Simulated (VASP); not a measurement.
Zn: single point with PBE

The system is Zn.

```
CELL_PARAMETERS angstrom
0.00000 2.06301 1.96478
2.06301 0.00000 1.96478
2.06301 2.06301 0.00000
ATOMIC_POSITIONS crystal
Zn 0.00000 0.00000 0.00000
```

This cell differs from its parent crystal: strain +0.050 along x and y, +0.000 along z.

| Property | Result |
| --- | --- |
| Program | VASP 6.6.1 |
| Task | single point |
| Functional | PBE |
| Potentials or basis | VASP PAW PBE potentials, release 64 (Zn) |
| Cutoff | 520 eV |
| k mesh | 20 × 20 × 20 |
| Occupations | gaussian, width 0.15 eV |
| Spin | no spin polarisation |

* Pressure: -5.0 GPa
* Band gap on the k mesh: zero (bands 6 and 7 overlap by 3.68 eV)

Stress tensor (GPa, compression positive):
```
-5.60  0.00  0.00
 0.00 -5.60  0.00
 0.00  0.00 -3.70
```

Levels at points of the mesh, in eV from the Fermi level:
```
           k point  band 3  band 4  band 5  band 6  band 7  band 8  band 9  band 10
(0.00, 0.00, 0.00)   -7.41   -7.30   -7.11   -7.02   16.88   17.03   17.03    18.22
(0.50, 0.00, 0.00)   -7.33   -6.84   -6.80   -2.48   -1.51   13.55   14.50    17.14
(0.50, 0.50, 0.00)   -6.83   -6.76   -6.76   -0.23    2.15    7.37    7.37    10.98
(0.50, 0.00, 0.50)   -6.84   -6.79   -6.73   -0.98    1.02    8.16    8.43    11.76
```

It took 2.4 min on 1 thread of Intel Xeon 8259CL (shared host), peak memory 0.24 GiB.

Caveat: the cell differs from its parent crystal (strain +0.050 along x and y, +0.000 along z); the cell stands under tension.
